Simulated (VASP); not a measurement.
Input of a VASP 6.6.1 run:

Contents of POSCAR:

```
KI
1.0
    0.0000000000      3.5245500000      3.5245500000
    3.5245500000      0.0000000000      3.5245500000
    3.5245500000      3.5245500000      0.0000000000
K I
1 1
Direct
    0.0000000000      0.0000000000      0.0000000000
    0.5141862082      0.5141862082      0.4858137918
```

The input INCAR.step1:

```
ALGO = Normal
EDIFF = 1E-4
ENCUT = 520
GGA = PE
ISMEAR = 0
LASPH = True
LCHARG = False
LREAL = False
LWAVE = True
NBANDS = 15
NELM = 100
PREC = Accurate
SIGMA = 0.05
```

File INCAR.step2:

```
ALGO = Normal
EDIFF = 1E-6
ENCUT = 520
ISIF = 2
ISMEAR = 0
ISTART = 1
LASPH = True
LCHARG = False
LMIXTAU = True
LREAL = False
LWAVE = False
METAGGA = R2SCAN
NBANDS = 15
NELM = 100
PREC = Accurate
SIGMA = 0.05
```

Contents of KPOINTS:

```
k-points
0
Gamma
  6 6 6
```

Potentials or basis: VASP PAW PBE potentials, release 64 (K_sv, I).

Launch:

```sh
$ cat potpaw_PBE.64/K_sv/POTCAR potpaw_PBE.64/I/POTCAR > POTCAR
$ cp INCAR.step1 INCAR
$ mpirun -np 1 vasp_std > vasp.out
$ cp INCAR.step2 INCAR
$ mpirun -np 1 vasp_std > vasp.out
```

Q: What does it give for the pressure?

A: 0.3 GPa.

Q: Predict the largest force.

A: 0.126 eV/Å.

Q: What does it give for the band gap on the k mesh?

A: 4.63 eV.

Stress tensor (GPa, compression positive):
```
0.23 0.00 0.00
0.00 0.23 0.00
0.00 0.00 0.39
```

Caveat: the cell differs from its parent crystal (all I atoms moved -0.100 Å, as atom 2 towards its neighbour atom 1 (K) at 3.525 Å); the PAW data sets were made with another functional, which shifts forces and pressure a little; spin-orbit coupling is left out, which moves the levels of the heavy elements.
